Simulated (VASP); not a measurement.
# Be16H (a cell with a defect) in VASP: a series of runs

Runs on Be16H (a cell with a defect). Level: PBE+D3(BJ). Tasks: single point.

Program: VASP 6.6.1. These are calculated values, not measurements. Logs are shortened: lines on timing, memory, paths and dates and some standing lists are left out, and cuts for length are marked.

## Step 1: The cell of the first run

The cell holds a defect, 17 atoms: a = 4.580 Å, b = 3.966 Å, c = 7.177 Å, α = 90.00°, β = 90.00°, γ = 90.00°.

## Step 2: Single point, PBE+D3(BJ)

INCAR

```
ALGO = Normal
EDIFF = 1E-6
ENCUT = 520
GGA = PE
ISIF = 2
ISMEAR = -1
IVDW = 12
LASPH = True
LCHARG = True
LELF = True
LREAL = Auto
LVHAR = True
LWAVE = False
NBANDS = 30
NELM = 100
PREC = Accurate
SIGMA = 0.15
```

KPOINTS

```
k-points
0
Gamma
  4 4 3
```

POSCAR

```
Be16H
1.0
   -2.2900000000     -3.9663960000      0.0000000000
    3.4350000000     -1.9831980000      0.0000000000
    0.0000000000      0.0000000000      7.1768600000
Be H
16 1
Direct
    0.8008568964      0.4996396777     -0.0073987789
    0.4984542549      0.2871791103      0.2475595177
    0.7347513981      0.5609550805      0.5401805246
    0.4279922581      0.3777299188      0.7124842898
    0.5385678074     -0.0132983176     -0.0357119966
    0.1756270718      0.8477688485      0.2405787489
    0.4799407237      0.0793491287      0.5079798129
    0.2761062239      0.7559776573      0.7666862667
    0.2896067323      0.4623870210      0.0293861104
    0.0415106813      0.2874408909      0.2286654609
    0.2263954389      0.4874077307      0.4886259451
   -0.0236921731      0.3253697012      0.7847861042
    0.0483529929     -0.0233396350     -0.0256240194
    0.7184800371      0.8342705342      0.2551394342
    0.0054639724      0.0087372626      0.5217880800
    0.7499171312      0.8721427163      0.7430686958
    0.8217747218      0.3002806733      0.3887075964
```

Potentials or basis: VASP PAW PBE potentials, release 64 (Be, H).

Started as:

```sh
> cat potpaw_PBE.64/Be/POTCAR potpaw_PBE.64/H/POTCAR > POTCAR
> mpirun -np 1 vasp_std > vasp.out
```

OUTCAR:

```text
EDIFF = 1E-6
   ENCUT = 520
   GGA = PE
   ISIF = 2
   ISMEAR = -1
   IVDW = 12
   LASPH = True
   LREAL = Auto
   NELM = 100
   PREC = Accurate
 IVDW          = 12

 ion  position               nearest neighbor table
   1  0.801  0.500  0.993-  12 1.83  10 2.19  13 2.21   9 2.26   5 2.28  16 2.33  14 2.34   9 2.36
                            13 2.37   5 2.37
   2  0.498  0.287  0.248-   9 1.96   7 2.04  14 2.06  10 2.10  11 2.28   6 2.29   5 2.36
   3  0.735  0.561  0.540-  17 1.55  16 1.91   4 2.01  15 2.17   7 2.25  12 2.28  11 2.30  14 2.32
                            11 2.38   7 2.38
   4  0.428  0.378  0.712-   8 1.70   7 1.90  11 1.90   3 2.01  12 2.14   9 2.38
   5  0.539  0.987  0.964-  16 1.91   8 2.07  13 2.25   9 2.25   1 2.28  14 2.32  13 2.34   2 2.36
                             1 2.37
   6  0.176  0.848  0.241-  10 1.85  13 2.06  14 2.10   9 2.22  15 2.26   2 2.29  11 2.29  10 2.31

   7  0.480  0.079  0.508-   4 1.90  11 2.00   2 2.04  15 2.19  16 2.25   3 2.25  14 2.33   3 2.38

   8  0.276  0.756  0.767-   4 1.70  13 2.02   5 2.07  12 2.20   9 2.22  16 2.22  11 2.27  15 2.37

   9  0.290  0.462  0.029-  10 1.95   2 1.96   6 2.22   8 2.22   5 2.25  13 2.26   1 2.26  12 2.33
                            13 2.35   1 2.36   4 2.38
  10  0.042  0.287  0.229-  17 1.53   6 1.85   9 1.95   2 2.10   1 2.19  11 2.20  13 2.20   6 2.31
                            14 2.34  15 2.38
  11  0.226  0.487  0.489-   4 1.90   7 2.00  15 2.16  10 2.20   8 2.27   2 2.28   6 2.29   3 2.30
                            15 2.31   3 2.38
  12  0.976  0.325  0.785-   1 1.83  13 1.97  16 2.10   4 2.14   8 2.20  15 2.27   3 2.28   9 2.33

  13  0.048  0.977  0.974-  12 1.97   8 2.02   6 2.06  16 2.19  10 2.20   1 2.21   5 2.25   9 2.26
                             5 2.34   9 2.35   1 2.37
  14  0.718  0.834  0.255-   2 2.06   6 2.10   3 2.32   5 2.32   7 2.33   1 2.34  10 2.34
  15  0.005  0.009  0.522-  16 2.05  11 2.16   3 2.17   7 2.19   6 2.26  12 2.27  11 2.31   8 2.37
                            10 2.38
  16  0.750  0.872  0.743-   3 1.91   5 1.91  15 2.05  12 2.10  13 2.19   8 2.22   7 2.25   1 2.33

  17  0.822  0.300  0.389-  10 1.53   3 1.55

  LATTYP: Found a simple orthorhombic cell.
 ALAT       =     3.9663962620
 B/A-ratio  =     1.1547004875
 C/A-ratio  =     1.8094157835

  Lattice vectors:

 A1 = (  -3.4350000000,   1.9831980000,   0.0000000000)
 A2 = (  -2.2900000000,  -3.9663960000,   0.0000000000)
 A3 = (   0.0000000000,   0.0000000000,   7.1768600000)

Analysis of symmetry for initial positions (statically):
=====================================================================
 Subroutine PRICEL returns:
 Original cell was already a primitive cell.

 Routine SETGRP: Setting up the symmetry group for a
 simple orthorhombic supercell.

 Subroutine GETGRP returns: Found  1 space group operations
 (whereof  1 operations were pure point group operations)
 out of a pool of  8 trial point group operations.

[... 158 lines left out ...]
   EFERMI =   0.00;   METHOD = LEGACY
   ISMEAR =    -1;   SIGMA  =   0.15  broadening in eV -4-tet -1-fermi 0-gaus
   EFERMI_NEDOS =   21; number of points for ismear=-14 and -15
   IALGO  =     38    algorithm
   IMIX   =      4    mixing-type and parameters
     AMIX     =   0.40;   BMIX     =  1.00
     AMIX_MAG =   1.60;   BMIX_MAG =  1.00
  volume/ion in A,a.u.               =       7.67        51.75
  Fermi-wavevector in a.u.,A,eV,Ry     =   1.035573  1.956950 14.591049  1.072412
  Thomas-Fermi vector in A             =   2.169923
   LORBIT       =      0    0 simple, 1 ext, 2 COOP (PROOUT), +10 PAW based schemes
   GGA     = PE    functional components
   LHFCALC =     F    Hartree Fock is set to
   AEXX    =    0.0000 exact exchange contribution
   IVDW    =    12    specifies the selected vdW correction
   LEPSILON=     F    determine dielectric tensor
   LRPA    =     F    only Hartree local field effects (RPA)
 non-spin polarized calculation
  energy-cutoff  :      520.00
  volume of cell :      130.38
 maximum number of plane-waves:      3529
 NGX is ok and might be reduce to    36
   NGX = 17   NGY = 15   NGZ = 27

 number of electron      33.0000000 magnetization

 Free energy of the ion-electron system (eV)
  ---------------------------------------------------
  ext. energy  EPLUGINS =         0.00000000
  ---------------------------------------------------
  free energy    TOTEN  =       -56.65785600 eV

  energy without entropy =      -56.45220636  energy(sigma->0) =      -56.55503118

 E-fermi :   7.0967     XC(G=0): -10.5555

 val. band max:        7.0630655787   @ k =   0.2500   0.0000   0.0000
 cond. band min:       7.1149091346   @ k =  -0.2500  -0.2500   0.3333
 fundamental gap:      0.0518435559
 Fermi energy:         7.0966615533

 k-point     1 :       0.0000    0.0000    0.0000
  band No.  band energies     occupation
      1      -4.9101      2.00000
      2      -2.9696      2.00000
      3      -2.2498      2.00000
      4       0.0473      2.00000
      5       0.9179      2.00000
      6       1.7211      2.00000
[... 733 lines left out ...]
     27      12.7434      0.00000
     28      13.1178      0.00000

 [... further k-points ...]

 [bands above 28 left out]

------------------------ aborting loop because EDIFF is reached ----------------------------------------

 Edisp (eV)   -5.71106

 E8    (eV) :    -1.9602

  FORCE on cell =-STRESS in cart. coord.  units (eV):
  Direction    XX          YY          ZZ          XY          YZ          ZX
  --------------------------------------------------------------------------------------
  -------------------------------------------------------------------------------------
  Total       9.44513    -6.33587     5.04672    -0.77347     2.35996     4.77598
  in kB     116.07065   -77.86109    62.01892    -9.50508    29.00136    58.69169
  external pressure =       33.41 kB  Pullay stress =        0.00 kB

 VOLUME and BASIS-vectors are now :
 -----------------------------------------------------------------------------
  energy-cutoff  :      520.00
  volume of cell :      130.38
      direct lattice vectors                 reciprocal lattice vectors
    -2.290000000 -3.966396000  0.000000000    -0.109170306 -0.189088533  0.000000000
     3.435000000 -1.983198000  0.000000000     0.218340611 -0.126059022  0.000000000
     0.000000000  0.000000000  7.176860000     0.000000000  0.000000000  0.139336702

 POSITION                                       TOTAL-FORCE (eV/Angst)
 -----------------------------------------------------------------------------------
     -0.11770     -4.16740      7.12376         1.597555      1.174923      2.044476
     -0.15500     -2.54660      1.77670         0.600206     -0.995256     -0.238653
      0.24430     -4.02680      3.87680        -0.494255      0.616763     -1.753002
      0.31740     -2.44670      5.11340        -4.590474     -0.367358      2.453571
      2.15600     -4.09300      6.92056         1.018605      0.128832      2.044162
      2.50990     -2.37790      1.72660        -3.283486     -0.931866      0.748510
[... 9 lines left out ...]
      1.27850     -4.70410      5.33290        -0.445720     -0.009648      0.547694
     -0.85040     -3.85500      2.78970        -0.141424      0.031821      0.135362
 -----------------------------------------------------------------------------------
    total drift:                               -0.001320      0.001599      0.002565

  FREE ENERGIE OF THE ION-ELECTRON SYSTEM (eV)
  ---------------------------------------------------
  free  energy   TOTEN  =       -62.3689167710 eV

  energy  without entropy=      -62.1632671354  energy(sigma->0) =      -62.26609195
```

OSZICAR:

```text
N       E                     dE             d eps       ncg     rms          rms(c)
DAV:   1     0.393467232783E+02    0.39347E+02   -0.12490E+04  1560   0.927E+02
DAV:   2    -0.539188411091E+02   -0.93266E+02   -0.85996E+02  2006   0.173E+02
DAV:   3    -0.583386872317E+02   -0.44198E+01   -0.42916E+01  2080   0.309E+01
DAV:   4    -0.583939884870E+02   -0.55301E-01   -0.55106E-01  1938   0.397E+00
DAV:   5    -0.583946400035E+02   -0.65152E-03   -0.65095E-03  2044   0.335E-01    0.551E+00
DAV:   6    -0.569380752620E+02    0.14566E+01   -0.13647E+00  1950   0.612E+00    0.286E+00
DAV:   7    -0.566969435079E+02    0.24113E+00   -0.56480E-01  1980   0.346E+00    0.128E+00
DAV:   8    -0.566616354762E+02    0.35308E-01   -0.60606E-02  2002   0.128E+00    0.456E-01
DAV:   9    -0.566579592115E+02    0.36763E-02   -0.57865E-03  1996   0.417E-01    0.981E-02
DAV:  10    -0.566578593750E+02    0.99836E-04   -0.38363E-04  1914   0.102E-01    0.262E-02
DAV:  11    -0.566578537600E+02    0.56151E-05   -0.34275E-05  2010   0.255E-02    0.608E-03
DAV:  12    -0.566578553067E+02   -0.15467E-05   -0.32301E-06  1706   0.822E-03    0.157E-03
DAV:  13    -0.566578559999E+02   -0.69320E-06   -0.28834E-07  1242   0.270E-03
   1 F= -.62368917E+02 E0= -.62266092E+02  d E =-.205650E+00
```

It took 2 min on 1 thread of AMD EPYC 9R45 (Zen 5), shared host; peak memory 0.23 GiB.

Results:

```yaml
Free_energy: -62.3689 eV
Pressure: 3.3 GPa
Largest_force: 5.218 eV/Å
Dispersion_energy_per_atom: -0.336 eV
```

Forces on the atoms (eV/Å):
```
Be   1.598  1.175  2.044
Be   0.600 -0.995 -0.239
Be  -0.494  0.617 -1.753
Be  -4.590 -0.367  2.454
Be   1.019  0.129  2.044
Be  -3.283 -0.932  0.749
Be  -2.684  0.758 -0.858
Be   4.044 -0.334 -0.529
Be   1.105 -0.407 -2.479
Be   2.192  0.860  0.810
Be   1.259 -0.604 -0.260
Be  -0.357 -1.123 -2.945
Be   0.634  0.907  1.336
Be  -0.423  0.175 -0.305
Be  -0.030  0.120 -0.752
Be  -0.446 -0.010  0.548
H   -0.141  0.032  0.135
```

Levels at points of the mesh, in eV from the Fermi level:
```
           k point  band 14  band 15  band 16  band 17  band 18  band 19
(0.00, 0.00, 0.00)    -3.42    -0.28    -0.05     0.03     0.30     0.60
(0.50, 0.00, 0.00)    -2.39    -1.76    -1.63    -0.18     0.06     0.29
(0.00, 0.50, 0.00)    -2.99    -2.44    -2.16    -0.12     0.09     0.35
(0.50, 0.50, 0.00)    -1.20    -0.79    -0.26     0.53     0.67     1.00
```

Caveat: the k points lie up to 0.40 Å⁻¹ apart.

## Step 3: Single point, PBE+D3(BJ)

INCAR

```
PREC = Accurate ; ENCUT = 520
EDIFF = 1E-7 ; ISMEAR = -1
SIGMA = 0.15 ; LREAL = Auto
LASPH = True ; NELM = 100
ALGO = Normal ; ISIF = 2
LWAVE = False ; LCHARG = True
GGA = PE ; IVDW = 12
LELF = True ; LVHAR = True
NBANDS = 30
```

KPOINTS

```
regular mesh
0
Gamma
  4 4 3
```

POSCAR

```
Be16H
1.0
   -2.2900000000     -3.9663960000      0.0000000000
    3.4350000000     -1.9831980000      0.0000000000
    0.0000000000      0.0000000000      7.1768600000
Be H
16 1
Direct
    0.7793258117      0.5314573824      0.0291631716
    0.5213260879      0.2967501430      0.2414287028
    0.7047631725      0.5680371660      0.5314441134
    0.4608885630      0.2738674845      0.7453538177
    0.5488345576      0.0120032422     -0.0136271294
    0.2086855765      0.7727772839      0.2490364867
    0.4925439192      0.0310991485      0.4887931491
    0.2463340530      0.8285312901      0.7531009383
    0.3108793461      0.4786357213     -0.0044448408
    0.0060308965      0.2908328247      0.2348938115
    0.2135867659      0.5264377566      0.4806558857
   -0.0054813798      0.3371026609      0.7496593218
    0.0425042092     -0.0320132055     -0.0097257018
    0.6963026674      0.8201843110      0.2574245561
    0.0098948169      0.0051700526      0.5223454268
    0.7580698698      0.8824104809      0.7496175208
    0.7672342079      0.5369334312      0.3268699682
```

Potentials or basis: VASP PAW PBE potentials, release 64 (Be, H).

Started as:

```sh
> cat potpaw_PBE.64/Be/POTCAR potpaw_PBE.64/H/POTCAR > POTCAR
> mpirun -np 1 vasp_std > vasp.out
```

Wall time 2.1 min (1 thread of AMD EPYC 9R45 (Zen 5), shared host); peak memory 0.23 GiB.

The run converged. Its results:

```
Free energy                : -64.8733 eV
Pressure                   : -0.5 GPa
Largest force              : 2.321 eV/Å
Dispersion energy per atom : -0.336 eV
```

Forces in eV/Å, atoms in the order of the input:
```
Be  -0.610  0.253 -1.992
Be   1.288  0.433  0.287
Be  -1.377  0.444 -0.294
Be   1.502 -1.467 -0.429
Be   0.081  0.672  0.913
Be   0.859 -1.295 -0.961
Be  -0.157  0.520  0.603
Be  -1.340 -0.042 -0.626
Be   1.148  1.091  0.070
Be  -0.881 -0.349  0.666
Be  -1.637 -0.118  1.642
Be   0.645 -0.178  0.359
Be   0.977  0.119  0.684
Be   1.613 -1.577 -0.511
Be   0.530  0.178 -1.442
Be  -0.817  0.551  0.484
H   -1.826  0.763  0.547
```

Stress tensor (GPa, compression positive):
```
 3.71 -2.48  1.38
-2.48 -7.31  1.49
 1.38  1.49  1.98
```

Levels at points of the mesh, in eV from the Fermi level:
| k point | band 13 | band 14 | band 15 | band 16 | band 17 | band 18 | band 19 | band 20 |
| --- | --- | --- | --- | --- | --- | --- | --- | --- |
| (0.00, 0.00, 0.00) | -3.83 | -3.56 | -0.23 | 0.00 | 0.44 | 0.61 | 0.80 | 1.20 |
| (0.50, 0.00, 0.00) | -2.56 | -2.40 | -2.03 | -1.84 | -0.18 | 0.38 | 0.75 | 0.79 |
| (0.00, 0.50, 0.00) | -3.10 | -2.76 | -2.63 | -2.36 | -0.32 | 0.09 | 0.37 | 0.58 |
| (0.50, 0.50, 0.00) | -1.42 | -1.17 | -0.78 | -0.56 | -0.01 | 0.79 | 0.91 | 1.27 |

Caveat: the k points lie up to 0.40 Å⁻¹ apart.

## Step 4: Single point, PBE+D3(BJ)

INCAR

```
PREC = Accurate ; ENCUT = 520
EDIFF = 1E-7 ; ISMEAR = -1
SIGMA = 0.15 ; LREAL = Auto
LASPH = T ; NELM = 80
ALGO = Normal ; ISIF = 2
LWAVE = F ; LCHARG = T
GGA = PE ; IVDW = 12
LELF = T ; LVHAR = T
NBANDS = 30
```

KPOINTS is that of step 3.

POSCAR

```
Be16H
1.0
   -2.2900000000     -3.9663960000      0.0000000000
    3.4350000000     -1.9831980000      0.0000000000
    0.0000000000      0.0000000000      7.1768600000
Be H
16 1
Direct
    0.7538075083      0.5304568250      0.0166507358
    0.4919805507      0.3443480236      0.2441179011
    0.6932886098      0.5019886220      0.5133303422
    0.5262341345      0.2642434259      0.7748374637
    0.5236569065      0.0259022754      0.0348759764
    0.2744427624      0.7582456844      0.2380846220
    0.4897794669     -0.0463187833      0.4847802521
    0.2397485489      0.8613170821      0.7207469562
    0.2653343935      0.5245460731     -0.0400175007
    0.0020182591      0.2814619544      0.2548050262
    0.2373281280      0.5113774128      0.5062938388
    0.0075476159      0.3743767221      0.7204543491
    0.0042382007     -0.0013666726      0.0251642083
    0.7227514209      0.8601166678      0.2554599087
   -0.0037948438      0.0078922293      0.4856302060
    0.7657722147      0.8381130631      0.7683443734
    0.7701035614      0.4171869448      0.3409151077
```

Started as:

```sh
> cat potpaw_PBE.64/Be/POTCAR potpaw_PBE.64/H/POTCAR > POTCAR
> mpirun -np 1 vasp_std > vasp.out
```

Wall time 2.2 min (1 thread of AMD EPYC 9R45 (Zen 5), shared host); peak memory 0.23 GiB.

Results (log left out):

```
Free energy                : -64.4180 eV
Pressure                   : 0.5 GPa
Largest force              : 2.483 eV/Å
Dispersion energy per atom : -0.336 eV
```

Forces in eV/Å, atoms in the order of the input:
```
Be  -0.688  0.286 -0.671
Be  -0.692  0.544  1.143
Be  -0.454 -0.945  1.067
Be   1.672 -0.731 -1.209
Be  -0.263  0.973 -2.046
Be   2.468  0.278 -0.011
Be   1.484 -0.489  1.001
Be  -0.411 -0.149  1.073
Be   0.010  0.445  1.483
Be   0.342 -1.709 -0.940
Be  -0.768  0.083 -1.446
Be  -0.672  1.090  1.706
Be  -0.198 -0.168 -1.517
Be  -1.469 -0.646  0.557
Be  -0.792  0.503  1.230
Be  -0.243  0.586 -0.484
H    0.675  0.048 -0.936
```

Stress tensor (GPa, compression positive):
```
 2.59 -1.30  1.25
-1.30 -4.97  1.15
 1.25  1.15  3.92
```

Levels at points of the mesh, in eV from the Fermi level:
| k point | band 13 | band 14 | band 15 | band 16 | band 17 | band 18 | band 19 | band 20 |
| --- | --- | --- | --- | --- | --- | --- | --- | --- |
| (0.00, 0.00, 0.00) | -3.86 | -3.33 | -0.86 | -0.16 | 0.14 | 0.45 | 0.79 | 1.48 |
| (0.50, 0.00, 0.00) | -2.62 | -2.22 | -1.99 | -1.70 | -0.49 | 0.29 | 0.41 | 0.69 |
| (0.00, 0.50, 0.00) | -3.45 | -3.17 | -2.39 | -2.28 | 0.01 | 0.29 | 0.42 | 0.77 |
| (0.50, 0.50, 0.00) | -1.67 | -1.15 | -0.80 | -0.44 | 0.20 | 0.67 | 0.84 | 1.07 |

Caveat: the k points lie up to 0.40 Å⁻¹ apart.
